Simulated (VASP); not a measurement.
## NiO: single point with PBEsol-based screened hybrid with 25 % exact exchange

The system is NiO.

```
Ni O
1.0
     0.00000    2.05771    2.05771
     2.05771    0.00000    2.05771
     2.05771    2.05771    0.00000
Ni O
1 1
Direct
  0.00000 0.00000 0.00000
  0.50000 0.50000 0.50000
```

- Program: VASP 6.6.1
- Task: single point
- Functional: PBEsol-based screened hybrid with 25 % exact exchange
- Potentials or basis: VASP PAW PBE potentials, release 64 (Ni, O)
- Cutoff: 520 eV
- k mesh: 6 × 6 × 6
- Occupations: fermi-dirac, width 0.05 eV
- Spin: collinear spin, ferromagnetic start
- Starting moments: [1.0, 0.0] μB
- Dipole correction: no
- Grid for exact exchange (PRECFOCK): Normal
- Share of exact exchange: 0.25
- Further INCAR settings: ALGO = Normal; EDIFF = 1e-06; NBANDS = 19
- Screening parameter: 0.207 1/Å

```
Pressure                                              : 6.2 GPa
Band gap on the k mesh                                : 2.62 eV (least direct gap 3.79 eV)
Net moment                                            : 2.00 μB per cell
Site moments                                          : Ni +1.72; O +0.25 μB
Valence electrons inside the program's atomic spheres : Ni 9.00; O 5.07
```

Levels at points of the mesh, in eV from the valence-band top:
Spin up:
```
           k point  band 5  band 6  band 7  band 8  band 9  band 10  band 11  band 12  band 13  band 14
(0.00, 0.00, 0.00)   -4.26   -4.26   -2.66   -2.66   -2.66     3.79    20.04    21.34    21.34    21.34
(0.50, 0.00, 0.00)   -3.59   -3.59   -2.64    0.00    0.00     7.60    13.12    16.45    16.45    24.16
(0.50, 0.50, 0.00)   -4.22   -4.22   -4.01   -3.24   -3.24     8.49    13.48    14.06    19.82    19.82
```
Spin down:
| k point | band 5 | band 6 | band 7 | band 8 | band 9 | band 10 |
| --- | --- | --- | --- | --- | --- | --- |
| (0.00, 0.00, 0.00) | -1.84 | -1.84 | -1.84 | 2.62 | 2.62 | 4.28 |
| (0.50, 0.00, 0.00) | -1.78 | -1.78 | -1.37 | 5.88 | 5.88 | 7.82 |
| (0.50, 0.50, 0.00) | -3.51 | -1.88 | -1.88 | 3.24 | 4.03 | 9.04 |

Run time: 87 min on 1 thread of Oxide Virtual Turin-like Processor (shared host), peak memory 0.22 GiB.

Caveat: the k points lie up to 0.44 Å⁻¹ apart; the PAW data sets were made with another functional, which shifts forces and pressure a little; a cell with one magnetic atom can't hold antiferromagnetic order, which such compounds often take. A k mesh can miss the band edges.
